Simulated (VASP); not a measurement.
Li2F:

```xyz
6
Lattice="-1.7181 1.7181 5.9737 1.7181 -1.7181 5.9737 1.7181 1.7181 -5.9737" Properties=species:S:1:pos:R:3 pbc="T T T"
Li    0.0000    0.0000    4.9761
Li    1.7181    0.0000    1.9892
Li    1.7181    0.0000    3.9844
Li    0.0000    0.0000    6.9713
F     0.0000    0.0000    0.0000
F     0.0000    1.7181    2.9868
```

* Program: VASP 6.6.1
* Task: relaxation of cell and atoms
* Functional: PBE
* Potentials or basis: VASP PAW PBE potentials, release 64 (Li_sv, F)
* Cutoff: 600 eV
* k mesh: 8 × 8 × 8
* Occupations: gaussian, width 0.1 eV
* Spin: no spin polarisation

At the start: pressure 6.7 GPa; volume 11.76 Å³/atom.

**Question.** How do energy, volume and symmetry change on relaxing?

**Answer.** Over 19 steps the energy falls by 845.6 meV/atom and the volume is 9.60 Å³/atom (-18.4 %); space group I4_1/amd (No. 141, to 0.1 Å) before and after.

Step by step:
| step | energy change (eV) | largest force (eV/Å) | pressure (GPa) | volume (Å³) |
| --- | --- | --- | --- | --- |
| 1 | 0.0000 | 0.0430 | 6.75 | 70.53 |
| 2 | -0.4086 | 0.4507 | 4.09 | 75.63 |
| 3 | -0.9427 | 1.4271 | -2.45 | 91.47 |
| 4 | -1.3403 | 1.5278 | -4.72 | 94.04 |
| 5 | -1.9946 | 0.9447 | -14.17 | 100.62 |
| 6 | -1.9719 | 1.2972 | -10.25 | 98.34 |
| 7 | -2.3844 | 1.0131 | -11.29 | 95.58 |
| 8 | -3.3308 | 0.2328 | -14.65 | 87.17 |
| 9 | -2.9914 | 2.1250 | -18.04 | 69.99 |
| 10 | -3.5895 | 0.2519 | -16.17 | 82.94 |
| 11 | -4.4297 | 0.5572 | -10.53 | 72.06 |
| 12 | -4.7150 | 0.9169 | -4.49 | 64.72 |
| 13 | -4.7344 | 1.0704 | -2.15 | 62.52 |
| 14 | -4.9106 | 0.7802 | -1.41 | 60.45 |
| 15 | -5.0481 | 0.3286 | 0.65 | 56.90 |
| 16 | -5.0492 | 0.2735 | 0.96 | 56.50 |
| 17 | -5.0668 | 0.1435 | 0.73 | 56.87 |
| 18 | -5.0728 | 0.0060 | 0.57 | 57.25 |
| 19 | -5.0735 | 0.0109 | -0.02 | 57.57 |

Final structure:
```
CELL_PARAMETERS angstrom
-1.29177 1.29177 8.62544
1.29177 -1.29177 8.62544
1.29177 1.29177 -8.62544
ATOMIC_POSITIONS crystal
Li 0.43828 0.43828 0.00000
Li 0.18828 0.68828 0.50000
Li 0.31172 0.81172 0.50000
Li 0.56172 0.56172 0.00000
F 0.00000 0.00000 0.00000
F 0.75000 0.25000 0.50000
```

Caveat: the cutoff is under 1.25 times the usual one of these potentials, so pressure, stress and relaxed cells hold a basis-set (Pulay) error; the volume moved by over 15 % at a fixed basis, so the end points are rough.
